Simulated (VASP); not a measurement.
# Na (Im-3m) in VASP: notebook

Runs on Na. Level: PBE. Tasks: electric field gradients.

All numbers are computed with VASP 6.6.1; they aren't measurements. Logs are shortened: lines on timing, memory, paths and dates and some standing lists are left out, and cuts for length are marked.

**1. The cell of the first run**

It takes space group Im-3m (No. 229, cubic). The conventional cell has a = 4.318 Å, b = 4.318 Å, c = 4.318 Å, α = 90.00°, β = 90.00°, γ = 90.00°. Na (site symmetry m-3m) has 14 Na at 3.74 to 4.32 Å within 4.9 Å.

**2. Electric field gradients, PBE (volume scaled by 1.06)**

INCAR reads:

```
PREC = Accurate
ENCUT = 520
EDIFF = 1E-8
ISMEAR = -1
SIGMA = 0.03
LREAL = False
LASPH = True
NELM = 80
ALGO = Normal
ISIF = 2
LWAVE = False
LCHARG = False
GGA = PE
LEFG = True
NBANDS = 10
```

KPOINTS reads:

```
Automatic mesh
0
Gamma
  11 11 11
```

POSCAR reads:

```
Na
1.0
   -2.1590301515      2.1590301515      2.1590301515
    2.1590301515     -2.1590301515      2.1590301515
    2.1590301515      2.1590301515     -2.1590301515
Na
1
Direct
    0.0000000000      0.0000000000      0.0000000000
```

Potentials or basis: VASP PAW PBE potentials, release 64 (Na_pv).

Started as:

```sh
cat potpaw_PBE.64/Na_pv/POTCAR > POTCAR
mpirun -np 1 vasp_std > vasp.out
```

OUTCAR:

```text
PREC = Accurate
   ENCUT = 520
   EDIFF = 1E-8
   ISMEAR = -1
   LREAL = False
   LASPH = True
   NELM = 80
   ISIF = 2
   GGA = PE

 ion  position               nearest neighbor table
   1  0.000  0.000  0.000-

  LATTYP: Found a body centered cubic cell.
 ALAT       =     4.3180603030

  Lattice vectors:

 A1 = (  -2.1590301515,   2.1590301515,   2.1590301515)
 A2 = (   2.1590301515,  -2.1590301515,   2.1590301515)
 A3 = (   2.1590301515,   2.1590301515,  -2.1590301515)

Analysis of symmetry for initial positions (statically):
=====================================================================
 Subroutine PRICEL returns:
 Original cell was already a primitive cell.

 Routine SETGRP: Setting up the symmetry group for a
 body centered cubic supercell.

 Subroutine GETGRP returns: Found 48 space group operations
 (whereof 48 operations were pure point group operations)
 out of a pool of 48 trial point group operations.

The static configuration has the point symmetry O_h .

Analysis of symmetry for dynamics (positions and initial velocities):
=====================================================================
 Subroutine PRICEL returns:
 Original cell was already a primitive cell.

 Routine SETGRP: Setting up the symmetry group for a
 body centered cubic supercell.

 Subroutine GETGRP returns: Found 48 space group operations
 (whereof 48 operations were pure point group operations)
 out of a pool of 48 trial point group operations.

The dynamic configuration has the point symmetry O_h .

 Subroutine INISYM returns: Found 48 space group operations
 (whereof 48 operations are pure point group operations),
 and found     1 'primitive' translations

----------------------------------------------------------------------------------------

                                     Primitive cell

  volume of cell :      40.2565

  direct lattice vectors                    reciprocal lattice vectors
    -2.159030152  2.159030152  2.159030152     0.000000000  0.231585464  0.231585464
     2.159030152 -2.159030152  2.159030152     0.231585464  0.000000000  0.231585464
     2.159030152  2.159030152 -2.159030152     0.231585464  0.231585464  0.000000000

  length of vectors
     3.739549917  3.739549917  3.739549917     0.327511304  0.327511304  0.327511304

  position of ions in fractional coordinates (direct lattice)
     0.000000000  0.000000000  0.000000000

  ion indices of the primitive-cell ions
   primitive index   ion index
                 1           1

----------------------------------------------------------------------------------------

 KPOINTS: Automatic mesh

Automatic generation of k-mesh.
 Grid dimensions read from file:
 generate k-points for:   11   11   11

 Generating k-lattice:

  Cartesian coordinates                     Fractional coordinates (reciprocal lattice)
     0.000000000  0.021053224  0.021053224     0.090909091  0.000000000  0.000000000
     0.021053224  0.000000000  0.021053224     0.000000000  0.090909091  0.000000000
     0.021053224  0.021053224  0.000000000     0.000000000  0.000000000  0.090909091

  Length of vectors
     0.029773755  0.029773755  0.029773755

  Shift w.r.t. Gamma in fractional coordinates (k-lattice)
     0.000000000  0.000000000  0.000000000

 Subroutine IBZKPT returns following result:
 ===========================================

 Found     56 irreducible k-points:

 Following reciprocal coordinates:
            Coordinates               Weight
  0.000000  0.000000  0.000000      1.000000
  0.090909  0.000000  0.000000     12.000000
  0.181818  0.000000  0.000000     12.000000
  0.272727  0.000000  0.000000     12.000000
  0.363636  0.000000  0.000000     12.000000
  0.454545  0.000000  0.000000     12.000000
[... 16 lines left out ...]
  0.272727  0.181818  0.090909     48.000000
  0.363636  0.181818  0.090909     24.000000
 [... further k-points ...]
   k-points           NKPTS =     56   k-points in BZ     NKDIM =     56   number of bands    NBANDS=     10
   number of dos      NEDOS =    301   number of ions     NIONS =      1
   total plane-waves  NPLWV =  21952
   dimension x,y,z NGX =    28 NGY =   28 NGZ =   28
   dimension x,y,z NGXF=    56 NGYF=   56 NGZF=   56
   ions per type =               1
   NGX,Y,Z   is equivalent  to a cutoff of  12.45, 12.45, 12.45 a.u.
   NGXF,Y,Z  is equivalent  to a cutoff of  24.90, 24.90, 24.90 a.u.
 SYSTEM =  unknown system
   PREC   = accura    normal or accurate (medium, high low for compatibility)
   ISTART =      0    job   : 0-new  1-cont  2-samecut
   ICHARG =      2    charge: 1-file 2-atom 10-const
   ISPIN  =      1    spin polarized calculation?
   LNONCOLLINEAR =      F non collinear calculations
   LSORBIT =      F    spin-orbit coupling
   LASPH  =      T    aspherical Exc in radial PAW
   ENCUT  =  520.0 eV  38.22 Ry    6.18 a.u.   6.95  6.95  6.95*2*pi/ulx,y,z
   NELM   =     80;   NELMIN=  2; NELMDL= -5     # of ELM steps
   EDIFF  = 0.1E-07   stopping-criterion for ELM
   LREAL  =      F    real-space projection
   EDIFFG = 0.1E-06   stopping-criterion for IOM
   NSW    =      0    number of steps for IOM
   IBRION =     -1    ionic relax: 0-MD 1-quasi-New 2-CG
   NFREE  =      0    steps in history (QN), initial steepest desc. (CG)
   ISIF   =      2    stress and relaxation
   ISYM   =      2    0-nonsym 1-usesym 2-fastsym
   POTIM  = 0.5000    time-step for ionic-motion
   TEBEG  =    0.0;   TEEND  =   0.0 temperature during run
   PSTRESS=    0.0 pullay stress
   NELECT =       7.0000    total number of electrons
   NUPDOWN=      -1.0000    fix difference up-down
   EMIN   =  10.00;   EMAX   =-10.00  energy-range for DOS
   EFERMI =   0.00;   METHOD = LEGACY
   ISMEAR =    -1;   SIGMA  =   0.03  broadening in eV -4-tet -1-fermi 0-gaus
   EFERMI_NEDOS =   21; number of points for ismear=-14 and -15
   IALGO  =     38    algorithm
   IMIX   =      4    mixing-type and parameters
     AMIX     =   0.40;   BMIX     =  1.00
     AMIX_MAG =   1.60;   BMIX_MAG =  1.00
  volume/ion in A,a.u.               =      40.26       271.66
  Fermi-wavevector in a.u.,A,eV,Ry     =   0.913753  1.726743 11.360110  0.834945
  Thomas-Fermi vector in A             =   2.038301
   LORBIT       =      0    0 simple, 1 ext, 2 COOP (PROOUT), +10 PAW based schemes
   GGA     = PE    functional components
   LHFCALC =     F    Hartree Fock is set to
   AEXX    =    0.0000 exact exchange contribution
   IVDW    =     0    specifies the selected vdW correction
   LEPSILON=     F    determine dielectric tensor
   LRPA    =     F    only Hartree local field effects (RPA)
 non-spin polarized calculation
  energy-cutoff  :      520.00
  volume of cell :       40.26
 maximum number of plane-waves:      1106
   NGX = 13   NGY = 13   NGZ = 13

 number of electron       6.9999998 magnetization

 Free energy of the ion-electron system (eV)
  ---------------------------------------------------
  ext. energy  EPLUGINS =         0.00000000
  ---------------------------------------------------
  free energy    TOTEN  =        -1.30811100 eV

  energy without entropy =       -1.30689313  energy(sigma->0) =       -1.30750206

 E-fermi :   0.1128     XC(G=0):  -6.2917

 val. band max:        0.0722007828   @ k =  -0.3636   0.4545   0.0909
 cond. band min:       0.2016693637   @ k =   0.1818   0.1818   0.1818
 fundamental gap:      0.1294685809
 Fermi energy:         0.1127564050

 k-point     1 :       0.0000    0.0000    0.0000
  band No.  band energies     occupation
      1     -24.8673      2.00000
      2     -24.8673      2.00000
      3     -24.8673      2.00000
      4      -3.0063      2.00000
      5      11.3100      0.00000
      6      11.3100      0.00000
      7      11.3100      0.00000
      8      12.2655      0.00000
      9      12.2655      0.00000
     10      12.7881      0.00000

 k-point     2 :       0.0909    0.0000    0.0000
  band No.  band energies     occupation
      1     -24.8694      2.00000
      2     -24.8681      2.00000
      3     -24.8673      2.00000
      4      -2.8688      2.00000
      5       9.6675      0.00000
      6      10.5414      0.00000
      7      10.7577      0.00000
      8      11.3081      0.00000
      9      11.6749      0.00000
     10      12.9280      0.00000
[... 274 lines left out ...]
 k-point    24 :       0.3636    0.1818    0.0909
  band No.  band energies     occupation
      1     -24.8888      2.00000
      2     -24.8792      2.00000
      3     -24.8713      2.00000
      4       1.4261      0.00000
      5       1.8440      0.00000
      6       4.4729      0.00000
      7       6.1351      0.00000
      8      12.7622      0.00000
      9      14.0462      0.00000
     10      15.1655      0.00000

 [... further k-points ...]
[... 5 lines left out ...]
  --------------------------------------------------------------------------------------
  -------------------------------------------------------------------------------------
  Total       -0.1470963     -0.1470963     -0.1470963      0.0000000     -0.0000000     -0.0000000
  in kB       -5.8543159     -5.8543159     -5.8543159      0.0000000     -0.0000000     -0.0000000
  external PRESSURE =      -5.8543159 kB  Pullay stress =       0.0000000 kB

 VOLUME and BASIS-vectors are now :
 -----------------------------------------------------------------------------
  energy-cutoff  :      520.00
  volume of cell :       40.26
      direct lattice vectors                 reciprocal lattice vectors
    -2.159030152  2.159030152  2.159030152     0.000000000  0.231585464  0.231585464
     2.159030152 -2.159030152  2.159030152     0.231585464  0.000000000  0.231585464
     2.159030152  2.159030152 -2.159030152     0.231585464  0.231585464  0.000000000

 POSITION                                       TOTAL-FORCE (eV/Angst)
 -----------------------------------------------------------------------------------
      0.00000      0.00000      0.00000        -0.000000     -0.000000     -0.000000
 -----------------------------------------------------------------------------------
    total drift:                               -0.000000     -0.000000     -0.000000

  FREE ENERGIE OF THE ION-ELECTRON SYSTEM (eV)
  ---------------------------------------------------
  free  energy   TOTEN  =        -1.3081110043 eV

  energy  without entropy=       -1.3068931253  energy(sigma->0) =       -1.30750206

 Electric field gradients (V/A^2)
---------------------------------------------------------------------
 ion       V_xx      V_yy      V_zz      V_xy      V_xz      V_yz
---------------------------------------------------------------------
   1      -0.000    -0.000    -0.000     0.001     0.001     0.001
---------------------------------------------------------------------

 Electric field gradients after diagonalization (V/A^2)
 (convention: |V_zz| > |V_xx| > |V_yy|)
----------------------------------------------------------------------
 ion       V_xx      V_yy      V_zz     asymmetry (V_yy - V_xx)/ V_zz
----------------------------------------------------------------------
   1      -0.001    -0.001     0.002       0.000
----------------------------------------------------------------------

           NMR quadrupolar parameters

 Cq : quadrupolar parameter    Cq=e*Q*V_zz/h
 eta: asymmetry parameters     (V_yy - V_xx)/ V_zz
 Q  : nuclear electric quadrupole moment in mb (millibarn)
----------------------------------------------------------------------
 ion       Cq(MHz)       eta       Q (mb)
----------------------------------------------------------------------
   1       0.000       0.000       1.000
----------------------------------------------------------------------
```

Run time: 11 s. Hardware: 1 thread of Intel Xeon Platinum 8488C (Sapphire Rapids), shared host; peak memory 0.15 GiB.

Results:

- Free energy: -1.3081 eV
- Pressure: -0.6 GPa

Caveat: without QUAD_EFG the Cq values of the log hold for a quadrupole moment of 1 mb, not for the nuclei.

[end of part 1 of 2]
